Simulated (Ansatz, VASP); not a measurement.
## Two plane-wave programs on CsPbCl3

```
Cs Pb Cl
1.0
     5.60500    0.00000    0.00000
     0.00000    5.60500    0.00000
     0.00000    0.00000    5.60500
Cs Pb Cl
1 1 3
Direct
  0.00000 0.00000 0.00000
  0.50000 0.50000 0.50000
  0.00000 0.50000 0.50000
  0.50000 0.00000 0.50000
  0.50000 0.50000 0.00000
```

Alike in both runs: task single point; functional PBE; k mesh 6 × 6 × 6; occupations gaussian, width 0.05 eV; no spin polarisation.

|  | VASP | Ansatz |
| --- | --- | --- |
| version | VASP 6.6.1 | Ansatz 0.2.0 |
| potentials or method | VASP PAW PBE potentials, release 64 (Cs_sv, Pb_d, Cl), cutoff 520 eV | scalar-relativistic, plane waves, PAW |
| valence electrons in the cell | 44 | 44 |

VASP gave:

```
gap on the k mesh at the Fermi level (eV) : 1.94
least direct gap on the mesh (eV)         : 1.94
pressure (GPa)                            : 1.7
```

Question: Which values does Ansatz return?

Answer: gap on the k mesh at the Fermi level (eV): 1.93; least direct gap on the mesh (eV): 1.93; pressure (GPa): 1.8.

Spin-orbit coupling is off throughout.
